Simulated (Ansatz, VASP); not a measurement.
**Pt in VASP and in Ansatz**

```xyz
1
Lattice="0.0000 2.1978 1.5538 2.1978 0.0000 1.5538 2.1978 2.1978 0.0000" Properties=species:S:1:pos:R:3 pbc="T T T"
Pt    0.0000    0.0000    0.0000
```

Alike in both runs: task single point; functional PBE; k mesh 24 × 24 × 24; occupations gaussian, width 0.15 eV; no spin polarisation.

|  | VASP | Ansatz |
| --- | --- | --- |
| version | VASP 6.6.1 | Ansatz 0.2.0 |
| potentials or method | VASP PAW PBE potentials, release 64 (Pt), cutoff 520 eV | scalar-relativistic, plane waves, PAW |
| valence electrons in the cell | 10 | 18 |

Ansatz gave:

* gap on the k mesh at the Fermi level (eV): none
* pressure (GPa): 14.7

Q: Estimate VASP's values.

A: gap on the k mesh at the Fermi level (eV): none; pressure (GPa): 14.2.

A gap of «none» marks a metal or a gap that the smearing closes. VASP's potentials hold 10 valence electrons a cell and Ansatz's 18, so a difference there can come from the potentials and not from the codes.

Spin-orbit coupling is off throughout.
